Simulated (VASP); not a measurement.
# Se (Im-3m) in VASP: further runs

The runs below take Se through single point, with PBE, r2SCAN.

Program: VASP 6.6.1. These are calculated values, not measurements. Logs are shortened: lines on timing, memory, paths and dates and some standing lists are left out, and cuts for length are marked.

**1. The cell of the first run**

It takes space group Im-3m (No. 229, cubic). Conventional cell: a = 3.407 Å, b = 3.407 Å, c = 3.407 Å, α = 90.00°, β = 90.00°, γ = 90.00°. Se (site symmetry m-3m) has 14 Se at 2.95 to 3.41 Å within 3.9 Å.

**2. Single point, PBE**

Contents of INCAR:

```
SYSTEM = Se
ALGO = Normal
EDIFF = 1E-7
ENCUT = 520
GGA = PE
ISIF = 2
ISMEAR = -4
ISYM = 0
LASPH = .True.
LCHARG = .False.
LREAL = .False.
LWAVE = .False.
NBANDS = 9
NELM = 80
PREC = Accurate
SIGMA = 0.1
```

Contents of KPOINTS:

```
k-points
0
Gamma
  2 6 10
  0 0 0
```

Contents of POSCAR:

```
Se
1.0
   -1.7034486149      1.7034486149      1.7034486149
    1.7034486149     -1.7034486149      1.7034486149
    1.7034486149      1.7034486149     -1.7034486149
Se
1
Direct
    0.0000000000      0.0000000000      0.0000000000
```

Potentials or basis: VASP PAW PBE potentials, release 64 (Se).

Run with:

```console
$ cat potpaw_PBE.64/Se/POTCAR > POTCAR
$ mpirun -np 1 vasp_std > vasp.out
```

OUTCAR:

```text
SYSTEM = Se
   EDIFF = 1E-7
   ENCUT = 520
   GGA = PE
   ISIF = 2
   ISMEAR = -4
   ISYM = 0
   LASPH = .True.
   LREAL = .False.
   NELM = 80
   PREC = Accurate

 ion  position               nearest neighbor table
   1  0.000  0.000  0.000-

IMPORTANT INFORMATION: All symmetrisations will be switched off!
NOSYMM: (Re-)initialisation of all symmetry stuff for point group C_1.

----------------------------------------------------------------------------------------

                                     Primitive cell

  volume of cell :      19.7718

  direct lattice vectors                    reciprocal lattice vectors
    -1.703448615  1.703448615  1.703448615     0.000000000  0.293522209  0.293522209
     1.703448615 -1.703448615  1.703448615     0.293522209  0.000000000  0.293522209
     1.703448615  1.703448615 -1.703448615     0.293522209  0.293522209  0.000000000

  length of vectors
     2.950459549  2.950459549  2.950459549     0.415103089  0.415103089  0.415103089

  position of ions in fractional coordinates (direct lattice)
     0.000000000  0.000000000  0.000000000

  ion indices of the primitive-cell ions
   primitive index   ion index
                 1           1

----------------------------------------------------------------------------------------

 KPOINTS: k-points

Automatic generation of k-mesh.
 Grid dimensions read from file:
 generate k-points for:    2    6   10

 Generating k-lattice:

  Cartesian coordinates                     Fractional coordinates (reciprocal lattice)
     0.000000000  0.146761104  0.146761104     0.500000000  0.000000000  0.000000000
     0.048920368  0.000000000  0.048920368     0.000000000  0.166666667  0.000000000
     0.029352221  0.029352221  0.000000000     0.000000000  0.000000000  0.100000000

  Length of vectors
     0.207551544  0.069183848  0.041510309

  Shift w.r.t. Gamma in fractional coordinates (k-lattice)
     0.000000000  0.000000000  0.000000000

 -----------------------------------------------------------------------------
|                                                                             |
|           W    W    AA    RRRRR   N    N  II  N    N   GGGG   !!!           |
|           W    W   A  A   R    R  NN   N  II  NN   N  G    G  !!!           |
|           W    W  A    A  R    R  N N  N  II  N N  N  G       !!!           |
|           W WW W  AAAAAA  RRRRR   N  N N  II  N  N N  G  GGG   !            |
|           WW  WW  A    A  R   R   N   NN  II  N   NN  G    G                |
|           W    W  A    A  R    R  N    N  II  N    N   GGGG   !!!           |
|                                                                             |
|     Your reciprocal lattice and k-lattice belong to different lattice       |
|     classes:                                                                |
|                                                                             |
|        The reciprocal lattice is face-centered cubic,                       |
|        whereas your k-lattice is triclinic.                                 |
|                                                                             |
|     Results are often still useful ...                                      |
|                                                                             |
 -----------------------------------------------------------------------------

 WARNING: IBZKPT: internal override: KBLOWUP is changed to .FALSE.
      ... skipping the blow-up phase ...

 TETIRR: Found    360 inequivalent tetrahedra from      720

 Subroutine IBZKPT returns following result:
 ===========================================

 Found     64 irreducible k-points:

 Following reciprocal coordinates:
            Coordinates               Weight
  0.000000  0.000000  0.000000      1.000000
  0.500000  0.000000  0.000000      1.000000
  0.000000  0.166667  0.000000      2.000000
  0.500000  0.166667  0.000000      2.000000
  0.000000  0.333333  0.000000      2.000000
  0.500000  0.333333  0.000000      2.000000
[... 16 lines left out ...]
 -0.000000  0.166667  0.200000      2.000000
  0.500000  0.166667  0.200000      2.000000
 [... further k-points ...]
   k-points           NKPTS =     64   k-points in BZ     NKDIM =     64   number of bands    NBANDS=      9
   number of dos      NEDOS =    301   number of ions     NIONS =      1
   total plane-waves  NPLWV =  13824
   dimension x,y,z NGX =    24 NGY =   24 NGZ =   24
   dimension x,y,z NGXF=    48 NGYF=   48 NGZF=   48
   ions per type =               1
   NGX,Y,Z   is equivalent  to a cutoff of  13.52, 13.52, 13.52 a.u.
   NGXF,Y,Z  is equivalent  to a cutoff of  27.05, 27.05, 27.05 a.u.
 SYSTEM =  Se
   PREC   = accura    normal or accurate (medium, high low for compatibility)
   ISTART =      0    job   : 0-new  1-cont  2-samecut
   ICHARG =      2    charge: 1-file 2-atom 10-const
   ISPIN  =      1    spin polarized calculation?
   LNONCOLLINEAR =      F non collinear calculations
   LSORBIT =      F    spin-orbit coupling
   LASPH  =      T    aspherical Exc in radial PAW
   ENCUT  =  520.0 eV  38.22 Ry    6.18 a.u.   5.49  5.49  5.49*2*pi/ulx,y,z
   NELM   =     80;   NELMIN=  2; NELMDL= -5     # of ELM steps
   EDIFF  = 0.1E-06   stopping-criterion for ELM
   LREAL  =      F    real-space projection
   EDIFFG = 0.1E-05   stopping-criterion for IOM
   NSW    =      0    number of steps for IOM
   IBRION =     -1    ionic relax: 0-MD 1-quasi-New 2-CG
   NFREE  =      0    steps in history (QN), initial steepest desc. (CG)
   ISIF   =      2    stress and relaxation
   ISYM   =      0    0-nonsym 1-usesym 2-fastsym
   POTIM  = 0.5000    time-step for ionic-motion
   TEBEG  =    0.0;   TEEND  =   0.0 temperature during run
   PSTRESS=    0.0 pullay stress
   NELECT =       6.0000    total number of electrons
   NUPDOWN=      -1.0000    fix difference up-down
   EMIN   =  10.00;   EMAX   =-10.00  energy-range for DOS
   EFERMI =   0.00;   METHOD = LEGACY
   ISMEAR =    -4;   SIGMA  =   0.10  broadening in eV -4-tet -1-fermi 0-gaus
   EFERMI_NEDOS =   21; number of points for ismear=-14 and -15
   IALGO  =     38    algorithm
   IMIX   =      4    mixing-type and parameters
     AMIX     =   0.40;   BMIX     =  1.00
     AMIX_MAG =   1.60;   BMIX_MAG =  1.00
  volume/ion in A,a.u.               =      19.77       133.43
  Fermi-wavevector in a.u.,A,eV,Ry     =   1.100127  2.078939 16.466855  1.210280
  Thomas-Fermi vector in A             =   2.236533
   LORBIT       =      0    0 simple, 1 ext, 2 COOP (PROOUT), +10 PAW based schemes
   GGA     = PE    functional components
   LHFCALC =     F    Hartree Fock is set to
   AEXX    =    0.0000 exact exchange contribution
   IVDW    =     0    specifies the selected vdW correction
   LEPSILON=     F    determine dielectric tensor
   LRPA    =     F    only Hartree local field effects (RPA)
 non-spin polarized calculation
 Fermi weights with tetrahedron method witout Bloechl corrections
  energy-cutoff  :      520.00
  volume of cell :       19.77
 maximum number of plane-waves:       555
 NGX is ok and might be reduce to    24
   NGX = 11   NGY = 11   NGZ = 11

 number of electron       6.0000000 magnetization

 Free energy of the ion-electron system (eV)
  ---------------------------------------------------
  ext. energy  EPLUGINS =         0.00000000
  ---------------------------------------------------
  free energy    TOTEN  =        -2.35766333 eV

  energy without entropy =       -2.35766333  energy(sigma->0) =       -2.35766333

 E-fermi :   6.1244     XC(G=0): -10.6857

 val. band max:        8.9314044924   @ k =   0.0000   0.0000   0.0000
 cond. band min:       5.2308225533   @ k =   0.5000   0.1667   0.2000
 fundamental gap:     -3.7005819391
 Fermi energy:         6.1243781832

 k-point     1 :       0.0000    0.0000    0.0000
  band No.  band energies     occupation
      1     -10.4534      2.00000
      2       8.9314      1.27402
      3       9.0787      0.20485
      4       9.0867      0.00025
      5      17.4426      0.00000
      6      18.2278      0.00000
      7      18.4002      0.00000
      8      18.4158      0.00000
      9      21.4063      0.00000

 k-point     2 :       0.5000    0.0000    0.0000
  band No.  band energies     occupation
      1      -6.8370      2.00000
      2      -0.9977      1.95925
      3       5.9325      0.90418
      4       8.1880      0.00034
      5      12.8066      0.00000
      6      14.2289      0.00000
      7      23.4561      0.00000
      8      24.0925      0.00000
      9      24.8903      0.00000

 k-point     3 :       0.0000    0.1667    0.0000
  band No.  band energies     occupation
      1      -9.8580      2.00000
      2       6.0967      1.82916
      3       7.9945      0.47686
      4       8.7640      0.00017
      5      16.1331      0.00000
      6      16.5849      0.00000
      7      19.8526      0.00000
      8      20.5089      0.00000
      9      20.7436      0.00000

 k-point     4 :       0.5000    0.1667    0.0000
  band No.  band energies     occupation
      1      -6.9789      2.00000
      2       0.0913      1.96934
      3       4.1371      1.56097
      4       7.3362      0.00070
      5      14.3543      0.00000
      6      16.6567      0.00000
      7      20.5429      0.00000
      8      22.8893      0.00000
      9      26.3827      0.00000

 k-point     5 :       0.0000    0.3333    0.0000
  band No.  band energies     occupation
      1      -8.2340      2.00000
      2       1.5501      1.99977
      3       6.5447      1.31867
      4       8.3072      0.00000
      5      13.6845      0.00000
      6      14.7858      0.00000
      7      21.2896      0.00000
      8      21.7353      0.00000
      9      25.6541      0.00000

 k-point     6 :       0.5000    0.3333    0.0000
  band No.  band energies     occupation
      1      -6.9773      2.00000
      2       0.0830      1.99982
      3       4.1459      1.84899
      4       7.3331      0.00000
      5      14.3555      0.00000
      6      16.6614      0.00000
      7      20.5396      0.00000
      8      22.8918      0.00000
      9      26.3785      0.00000
[... 169 lines left out ...]
 k-point    21 :       0.0000    0.0000    0.2000
  band No.  band energies     occupation
      1      -9.6025      2.00000
      2       5.1648      1.96922
      3       7.6739      0.82767
      4       8.6761      0.00352
      5      15.5327      0.00000
      6      16.1494      0.00000
      7      20.1663      0.00000
      8      20.4929      0.00000
      9      21.6326      0.00000

 k-point    22 :       0.5000    0.0000    0.2000
  band No.  band energies     occupation
      1      -7.0061      2.00000
      2       0.4283      1.99347
      3       3.6482      1.74662
      4       7.2639      0.01318
      5      14.6782      0.00000
      6      17.0011      0.00000
      7      20.6424      0.00000
      8      22.5118      0.00000
      9      25.6057      0.00000

 k-point    23 :      -0.0000    0.1667    0.2000
  band No.  band energies     occupation
      1      -8.4021      2.00000
      2       2.6054      1.99561
      3       5.5132      1.74189
      4       7.6543      0.03456
      5      15.0215      0.00000
      6      16.4532      0.00000
      7      20.0680      0.00000
      8      20.9669      0.00000
      9      24.3425      0.00000

 k-point    24 :       0.5000    0.1667    0.2000
  band No.  band energies     occupation
      1      -7.3075      2.00000
      2       1.0373      1.99631
      3       4.4013      1.84143
      4       5.2308      0.47710
      5      17.4215      0.00000
      6      17.9063      0.00000
      7      21.3269      0.00000
      8      23.3052      0.00000
      9      23.8699      0.00000

 [... further k-points ...]

------------------------ aborting loop because EDIFF is reached ----------------------------------------

  FORCE on cell =-STRESS in cart. coord.  units (eV):
  Direction    XX          YY          ZZ          XY          YZ          ZX
  --------------------------------------------------------------------------------------
  -------------------------------------------------------------------------------------
  Total        1.2830392      1.1935488      1.2846955      1.6808472     -1.2548368      1.6300182
  in kB      103.9688857     96.7171906    104.1031079    136.2045820   -101.6835536    132.0857407
  external PRESSURE =     101.5963947 kB  Pullay stress =       0.0000000 kB

 VOLUME and BASIS-vectors are now :
 -----------------------------------------------------------------------------
  energy-cutoff  :      520.00
  volume of cell :       19.77
      direct lattice vectors                 reciprocal lattice vectors
    -1.703448615  1.703448615  1.703448615     0.000000000  0.293522209  0.293522209
     1.703448615 -1.703448615  1.703448615     0.293522209  0.000000000  0.293522209
     1.703448615  1.703448615 -1.703448615     0.293522209  0.293522209  0.000000000

 POSITION                                       TOTAL-FORCE (eV/Angst)
 -----------------------------------------------------------------------------------
      0.00000      0.00000      0.00000        -0.000000     -0.000000      0.000000
 -----------------------------------------------------------------------------------
    total drift:                               -0.000000     -0.000000      0.000000

  FREE ENERGIE OF THE ION-ELECTRON SYSTEM (eV)
  ---------------------------------------------------
  free  energy   TOTEN  =        -2.3576633309 eV

  energy  without entropy=       -2.3576633309  energy(sigma->0) =       -2.35766333
```

Run time: 7.2 s. Hardware: 1 thread of Intel Xeon Platinum 8375C at 2.90GHz (Ice Lake), shared host; peak memory 0.14 GiB.

The run converged, but its numbers aren't listed here, since they failed a check.

Caveat: the k points lie up to 1.30 Å⁻¹ apart.

(Part 1 of 2 ends here.)
